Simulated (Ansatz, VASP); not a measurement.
**Two plane-wave programs on Al**

```
Al
1.0
     2.93260    0.00000    0.00000
    -1.46630    2.53971    0.00000
     0.00000    0.00000    7.64420
Al
4
Direct
  0.00000 0.00000 0.00000
  0.33333 0.66667 0.25000
  0.00000 0.00000 0.50000
  0.66667 0.33333 0.75000
```

Alike in both runs: task single point; functional PBE; dispersion D3(BJ); k mesh 18 × 18 × 4; occupations gaussian, width 0.15 eV; no spin polarisation.

|  | VASP | Ansatz |
| --- | --- | --- |
| version | VASP 6.6.1 | Ansatz 0.2.0 |
| potentials or method | VASP PAW PBE potentials, release 64 (Al), cutoff 520 eV | scalar-relativistic, plane waves, PAW |
| valence electrons in the cell | 12 | 12 |

Ansatz gave:

* gap on the k mesh at the Fermi level (eV): none
* pressure (GPa): 18.6
* traceless stress, the component that is largest in VASP (GPa): 16.41

Task: Which values does VASP return?

Result: gap on the k mesh at the Fermi level (eV): none; pressure (GPa): 18.6; traceless stress, the component that is largest in VASP (GPa): 16.42.

A gap of «none» marks a metal or a gap that the smearing closes.
